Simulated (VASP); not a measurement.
Wanted: the native input for a VASP 6.6.1 run.

```
Task                   : single point
Functional             : PBE
Dispersion             : D3(BJ)
Potentials or basis    : VASP PAW PBE potentials, release 64 (Se, Pt)
Cutoff                 : 520 eV
k mesh                 : 9 × 9 × 1
Occupations            : gaussian, width 0.05 eV
Spin                   : no spin polarisation
Dipole correction      : yes
Further INCAR settings : ALGO = Normal; EDIFF = 1e-06; NBANDS = 31
```

The structure of PtSe2 lies in POSCAR:

```
PtSe2
1.0
    3.7070358307      0.0000000000      0.0000000000
   -1.8535179153      3.2103872021      0.0000000000
    0.0000000000      0.0000000000     22.7981611688
Se Pt
4 2
Direct
    0.6666666667      0.3333333333      0.1973843402
    0.3333333333      0.6666666667      0.3135814565
    0.5000000000      1.0000000000      0.4499959672
    0.8333333333      0.6666666667      0.5661930834
    0.0000000000      0.0000000000      0.2554828983
    1.1666666667      1.3333333333      0.5080945253
```

This cell differs from its parent crystal: layers slid over each other.

These files were run (other wordings do the same):

INCAR

```
SYSTEM = PtSe2
  ALGO = Normal
  DIPOL = 0.5 0.5 0.382
  EDIFF = 1E-6
  ENCUT = 520
  GGA = PE
  IDIPOL = 3
  ISIF = 2
  ISMEAR = 0
  IVDW = 12
  LASPH = .TRUE.
  LCHARG = .FALSE.
  LDIPOL = .TRUE.
  LREAL = .FALSE.
  LWAVE = .FALSE.
  NBANDS = 31
  NELM = 80
  PREC = Accurate
  SIGMA = 0.05
```

KPOINTS

```
k-points
0
G
  9 9 1
  0 0 0
```

Potentials or basis: VASP PAW PBE potentials, release 64 (Se, Pt).

Command:

```sh
$ cat potpaw_PBE.64/Se/POTCAR potpaw_PBE.64/Pt/POTCAR > POTCAR
$ mpirun -np 1 vasp_std > vasp.out
```

It gave:

```yaml
Largest_force: 0.206 eV/Å
Band_gap_on_the_k_mesh: 0.64 eV (least direct gap 0.90 eV)
Dispersion_energy_per_atom: -0.357 eV
```

Caveat: the cell differs from its parent crystal (layers slid over each other); spin-orbit coupling is left out, which moves the levels of the heavy elements.

It took 10 min on 1 thread of Intel(R) Xeon(R) Platinum 8259CL CPU @ 2.50GHz (Skylake/Cascade Lake), on a shared host, peak memory 0.47 GiB.
